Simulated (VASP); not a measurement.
# LiF (Pm-3m) in VASP: a series of runs

LiF is run at these levels: LDA; tasks: single point.

All numbers are computed with VASP 6.6.1; they aren't measurements. Logs are shortened: lines on timing, memory, paths and dates and some standing lists are left out, and cuts for length are marked.

## Step 1: The cell of the first run

Symmetry: Pm-3m, No. 221, cubic system. The conventional cell has a = 2.560 Å, b = 2.560 Å, c = 2.560 Å, α = 90.00°, β = 90.00°, γ = 90.00°. Within 2.9 Å of Li (site symmetry m-3m) lie 8 F at 2.22 Å and 6 Li at 2.56 Å. Within 2.9 Å of F (site symmetry m-3m) lie 8 Li at 2.22 Å and 6 F at 2.56 Å.

## Step 2: Single point, LDA

Contents of INCAR:

```
SYSTEM = LiF
  PREC = Accurate
  ENCUT = 520
  EDIFF = 1E-6
  ISMEAR = 0
  SIGMA = 0.01
  LREAL = .False.
  LASPH = .True.
  NELM = 80
  ALGO = Normal
  ISIF = 2
  LWAVE = .False.
  LCHARG = .False.
  NBANDS = 12
```

Contents of KPOINTS:

```
regular mesh
0
Gamma
  7 7 7
  0 0 0
```

Contents of POSCAR:

```
LiF
1.0
    2.5595330000      0.0000000000      0.0000000000
    0.0000000000      2.5595330000      0.0000000000
    0.0000000000      0.0000000000      2.5595330000
Li F
1 1
Direct
    0.0000000000      0.0000000000      0.0000000000
    0.5000000000      0.5000000000      0.5000000000
```

Potentials or basis: VASP PAW LDA potentials, release 64 (Li_sv, F).

On the command line:

```console
> cat potpaw_LDA.64/Li_sv/POTCAR potpaw_LDA.64/F/POTCAR > POTCAR
> mpirun -np 1 vasp_std > vasp.out
```

OUTCAR:

```text
SYSTEM = LiF
   PREC = Accurate
   ENCUT = 520
   EDIFF = 1E-6
   ISMEAR = 0
   LREAL = .False.
   LASPH = .True.
   NELM = 80
   ISIF = 2

 ion  position               nearest neighbor table
   1  0.000  0.000  0.000-   2 2.22   2 2.22   2 2.22   2 2.22   2 2.22   2 2.22   2 2.22   2 2.22

   2  0.500  0.500  0.500-   1 2.22   1 2.22   1 2.22   1 2.22   1 2.22   1 2.22   1 2.22   1 2.22

  LATTYP: Found a simple cubic cell.
 ALAT       =     2.5595330000

  Lattice vectors:

 A1 = (   2.5595330000,   0.0000000000,   0.0000000000)
 A2 = (   0.0000000000,   2.5595330000,   0.0000000000)
 A3 = (   0.0000000000,   0.0000000000,   2.5595330000)

Analysis of symmetry for initial positions (statically):
=====================================================================
 Subroutine PRICEL returns:
 Original cell was already a primitive cell.

 Routine SETGRP: Setting up the symmetry group for a
 simple cubic supercell.

 Subroutine GETGRP returns: Found 48 space group operations
 (whereof 48 operations were pure point group operations)
 out of a pool of 48 trial point group operations.

The static configuration has the point symmetry O_h .

Analysis of symmetry for dynamics (positions and initial velocities):
=====================================================================
 Subroutine PRICEL returns:
 Original cell was already a primitive cell.

 Routine SETGRP: Setting up the symmetry group for a
 simple cubic supercell.

 Subroutine GETGRP returns: Found 48 space group operations
 (whereof 48 operations were pure point group operations)
 out of a pool of 48 trial point group operations.

The dynamic configuration has the point symmetry O_h .

 Subroutine INISYM returns: Found 48 space group operations
 (whereof 48 operations are pure point group operations),
 and found     1 'primitive' translations

----------------------------------------------------------------------------------------

                                     Primitive cell

  volume of cell :      16.7680

  direct lattice vectors                    reciprocal lattice vectors
     2.559533000  0.000000000  0.000000000     0.390696272  0.000000000  0.000000000
     0.000000000  2.559533000  0.000000000     0.000000000  0.390696272  0.000000000
     0.000000000  0.000000000  2.559533000     0.000000000  0.000000000  0.390696272

  length of vectors
     2.559533000  2.559533000  2.559533000     0.390696272  0.390696272  0.390696272

  position of ions in fractional coordinates (direct lattice)
     0.000000000  0.000000000  0.000000000
     0.500000000  0.500000000  0.500000000

  ion indices of the primitive-cell ions
   primitive index   ion index
                 1           1
                 2           2

----------------------------------------------------------------------------------------

 KPOINTS: regular mesh

Automatic generation of k-mesh.
 Grid dimensions read from file:
 generate k-points for:    7    7    7

 Generating k-lattice:

  Cartesian coordinates                     Fractional coordinates (reciprocal lattice)
     0.055813753  0.000000000  0.000000000     0.142857143  0.000000000  0.000000000
     0.000000000  0.055813753  0.000000000     0.000000000  0.142857143  0.000000000
     0.000000000  0.000000000  0.055813753     0.000000000  0.000000000  0.142857143

  Length of vectors
     0.055813753  0.055813753  0.055813753

  Shift w.r.t. Gamma in fractional coordinates (k-lattice)
     0.000000000  0.000000000  0.000000000

 Subroutine IBZKPT returns following result:
 ===========================================

 Found     20 irreducible k-points:

 Following reciprocal coordinates:
            Coordinates               Weight
  0.000000  0.000000  0.000000      1.000000
  0.142857  0.000000  0.000000      6.000000
  0.285714  0.000000  0.000000      6.000000
  0.428571  0.000000  0.000000      6.000000
  0.142857  0.142857  0.000000     12.000000
  0.285714  0.142857  0.000000     24.000000
[... 12 lines left out ...]
  0.428571  0.428571  0.285714     24.000000
  0.428571  0.428571  0.428571      8.000000
   k-points           NKPTS =     20   k-points in BZ     NKDIM =     20   number of bands    NBANDS=     12
   number of dos      NEDOS =    301   number of ions     NIONS =      2
   total plane-waves  NPLWV =   8000
   dimension x,y,z NGX =    20 NGY =   20 NGZ =   20
   dimension x,y,z NGXF=    40 NGYF=   40 NGZF=   40
   ions per type =               1   1
   NGX,Y,Z   is equivalent  to a cutoff of  12.99, 12.99, 12.99 a.u.
   NGXF,Y,Z  is equivalent  to a cutoff of  25.98, 25.98, 25.98 a.u.
 SYSTEM =  LiF
   PREC   = accura    normal or accurate (medium, high low for compatibility)
   ISTART =      0    job   : 0-new  1-cont  2-samecut
   ICHARG =      2    charge: 1-file 2-atom 10-const
   ISPIN  =      1    spin polarized calculation?
   LNONCOLLINEAR =      F non collinear calculations
   LSORBIT =      F    spin-orbit coupling
   LASPH  =      T    aspherical Exc in radial PAW
   ENCUT  =  520.0 eV  38.22 Ry    6.18 a.u.   4.76  4.76  4.76*2*pi/ulx,y,z
   NELM   =     80;   NELMIN=  2; NELMDL= -5     # of ELM steps
   EDIFF  = 0.1E-05   stopping-criterion for ELM
   LREAL  =      F    real-space projection
   EDIFFG = 0.1E-04   stopping-criterion for IOM
   NSW    =      0    number of steps for IOM
   IBRION =     -1    ionic relax: 0-MD 1-quasi-New 2-CG
   NFREE  =      0    steps in history (QN), initial steepest desc. (CG)
   ISIF   =      2    stress and relaxation
   ISYM   =      2    0-nonsym 1-usesym 2-fastsym
   POTIM  = 0.5000    time-step for ionic-motion
   TEBEG  =    0.0;   TEEND  =   0.0 temperature during run
   PSTRESS=    0.0 pullay stress
   NELECT =      10.0000    total number of electrons
   NUPDOWN=      -1.0000    fix difference up-down
   EMIN   =  10.00;   EMAX   =-10.00  energy-range for DOS
   EFERMI =   0.00;   METHOD = LEGACY
   ISMEAR =     0;   SIGMA  =   0.01  broadening in eV -4-tet -1-fermi 0-gaus
   EFERMI_NEDOS =   21; number of points for ismear=-14 and -15
   IALGO  =     38    algorithm
   IMIX   =      4    mixing-type and parameters
     AMIX     =   0.40;   BMIX     =  1.00
     AMIX_MAG =   1.60;   BMIX_MAG =  1.00
  volume/ion in A,a.u.               =       8.38        56.58
  Fermi-wavevector in a.u.,A,eV,Ry     =   1.377994  2.604032 25.835673  1.898868
  Thomas-Fermi vector in A             =   2.503097
   LORBIT       =      0    0 simple, 1 ext, 2 COOP (PROOUT), +10 PAW based schemes
   GGA     = CA    functional components
   LHFCALC =     F    Hartree Fock is set to
   AEXX    =    0.0000 exact exchange contribution
   IVDW    =     0    specifies the selected vdW correction
   LEPSILON=     F    determine dielectric tensor
   LRPA    =     F    only Hartree local field effects (RPA)
 non-spin polarized calculation
 Gauss-broadening in eV      SIGMA  =   0.01
  energy-cutoff  :      520.00
  volume of cell :       16.77
 maximum number of plane-waves:       461
 NGX is ok and might be reduce to    20
   NGX =  9   NGY =  9   NGZ =  9

 number of electron      10.0000016 magnetization

 Free energy of the ion-electron system (eV)
  ---------------------------------------------------
  ext. energy  EPLUGINS =         0.00000000
  ---------------------------------------------------
  free energy    TOTEN  =        -9.87009327 eV

  energy without entropy =       -9.87009327  energy(sigma->0) =       -9.87009327

 E-fermi :  -0.1033     XC(G=0): -10.5747

 val. band max:       -0.2257871172   @ k =   0.4286   0.4286   0.0000
 cond. band min:       7.1077300861   @ k =   0.0000   0.0000   0.0000
 fundamental gap:      7.3335172033
 Fermi energy:        -0.1033379959

 k-point     1 :       0.0000    0.0000    0.0000
  band No.  band energies     occupation
      1     -41.8429      2.00000
      2     -20.6084      2.00000
      3      -0.8827      2.00000
      4      -0.8827      2.00000
      5      -0.8827      2.00000
      6       7.1077      0.00000
      7      18.2197      0.00000
      8      18.2197      0.00000
      9      20.3093      0.00000
     10      20.3093      0.00000
     11      20.3093      0.00000
     12      37.8381      0.00000

 k-point     2 :       0.1429    0.0000    0.0000
  band No.  band energies     occupation
      1     -41.8327      2.00000
      2     -20.5231      2.00000
      3      -1.5753      2.00000
      4      -0.8093      2.00000
      5      -0.8093      2.00000
      6       7.5534      0.00000
      7      16.0779      0.00000
      8      18.6858      0.00000
      9      20.2247      0.00000
     10      20.2247      0.00000
     11      23.6439      0.00000
     12      35.0435      0.00000

 k-point     3 :       0.2857    0.0000    0.0000
  band No.  band energies     occupation
      1     -41.8100      2.00000
      2     -20.3237      2.00000
      3      -2.8983      2.00000
      4      -0.6401      2.00000
      5      -0.6401      2.00000
      6       8.2438      0.00000
      7      14.3204      0.00000
      8      19.9860      0.00000
      9      19.9860      0.00000
     10      20.0823      0.00000
     11      28.8626      0.00000
     12      29.9252      0.00000
[... 226 lines left out ...]
 k-point    19 :       0.4286    0.4286    0.2857
  band No.  band energies     occupation
      1     -41.7243      2.00000
      2     -19.3563      2.00000
      3      -2.8967      2.00000
      4      -2.8278      2.00000
      5      -1.7302      2.00000
      6      11.4698      0.00000
      7      11.6470      0.00000
      8      11.7390      0.00000
      9      21.9161      0.00000
     10      23.3332      0.00000
     11      24.4428      0.00000
     12      25.4032      0.00000

 k-point    20 :       0.4286    0.4286    0.4286
  band No.  band energies     occupation
      1     -41.7107      2.00000
      2     -19.1934      2.00000
      3      -2.5822      2.00000
      4      -2.4589      2.00000
      5      -2.4589      2.00000
      6      10.8456      0.00000
      7      10.8633      0.00000
      8      10.8633      0.00000
      9      23.1557      0.00000
     10      23.5643      0.00000
     11      23.5643      0.00000
     12      24.8332      0.00000

------------------------ aborting loop because EDIFF is reached ----------------------------------------

  FORCE on cell =-STRESS in cart. coord.  units (eV):
  Direction    XX          YY          ZZ          XY          YZ          ZX
  --------------------------------------------------------------------------------------
  -------------------------------------------------------------------------------------
  Total       -0.8316116     -0.8316116     -0.8316116      0.0000000      0.0000000     -0.0000000
  in kB      -79.4600681    -79.4600681    -79.4600681      0.0000000      0.0000000     -0.0000000
  external PRESSURE =     -79.4600681 kB  Pullay stress =       0.0000000 kB

 VOLUME and BASIS-vectors are now :
 -----------------------------------------------------------------------------
  energy-cutoff  :      520.00
  volume of cell :       16.77
      direct lattice vectors                 reciprocal lattice vectors
     2.559533000  0.000000000  0.000000000     0.390696272  0.000000000  0.000000000
     0.000000000  2.559533000  0.000000000     0.000000000  0.390696272  0.000000000
     0.000000000  0.000000000  2.559533000     0.000000000  0.000000000  0.390696272

 POSITION                                       TOTAL-FORCE (eV/Angst)
 -----------------------------------------------------------------------------------
      0.00000      0.00000      0.00000         0.000000      0.000000      0.000000
      1.27977      1.27977      1.27977         0.000000      0.000000      0.000000
 -----------------------------------------------------------------------------------
    total drift:                                0.000000      0.000000      0.000000

  FREE ENERGIE OF THE ION-ELECTRON SYSTEM (eV)
  ---------------------------------------------------
  free  energy   TOTEN  =        -9.8700932674 eV

  energy  without entropy=       -9.8700932674  energy(sigma->0) =       -9.87009327
```

It took 3.4 s on 1 thread of AMD EPYC 7R43 (Zen 3), shared host; peak memory 0.07 GiB.

What came out:

| Quantity | Value |
| --- | --- |
| Free energy | -9.8701 eV |
| Band gap on the k mesh | 7.33 eV, indirect (least direct gap 7.99 eV) |

Caveat: the cutoff is under 1.25 times the usual one of these potentials, so pressure, stress and relaxed cells hold a basis-set (Pulay) error. A k mesh can miss the band edges.

## Step 3: Single point, LDA

Contents of INCAR:

```
SYSTEM = LiF
PREC = Accurate ; ENCUT = 520
EDIFF = 1E-7 ; ISMEAR = 0
SIGMA = 0.01 ; LREAL = .False.
LASPH = .True. ; NELM = 60
ALGO = Normal ; ISIF = 2
LWAVE = .False. ; LCHARG = .True.
GGA = CA ; LELF = .True.
LVHAR = .True. ; NBANDS = 12
```

Contents of KPOINTS:

```
Automatic mesh
0
Gamma
  9 9 9
  0 0 0
```

POSCAR is that of step 2.

Potentials or basis: VASP PAW LDA potentials, release 64 (Li_sv, F).

On the command line:

```console
> cat potpaw_LDA.64/Li_sv/POTCAR potpaw_LDA.64/F/POTCAR > POTCAR
> mpirun -np 1 vasp_std > vasp.out
```

It took 6.8 s on 1 thread of AMD EPYC 7R43 (Zen 3), shared host; peak memory 0.08 GiB.

The run converged. Its results:

```
Free energy            : -9.8701 eV
Band gap on the k mesh : 7.32 eV, indirect (least direct gap 7.99 eV)
```

Levels at points of the mesh, in eV from the valence-band top:
| k point | band 1 | band 2 | band 3 | band 4 | band 5 | band 6 | band 7 | band 8 | band 9 | band 10 |
| --- | --- | --- | --- | --- | --- | --- | --- | --- | --- | --- |
| (0.00, 0.00, 0.00) | -41.63 | -20.39 | -0.67 | -0.67 | -0.67 | 7.32 | 18.43 | 18.43 | 20.52 | 20.52 |

Caveat: the cutoff is under 1.25 times the usual one of these potentials, so pressure, stress and relaxed cells hold a basis-set (Pulay) error. A k mesh can miss the band edges.
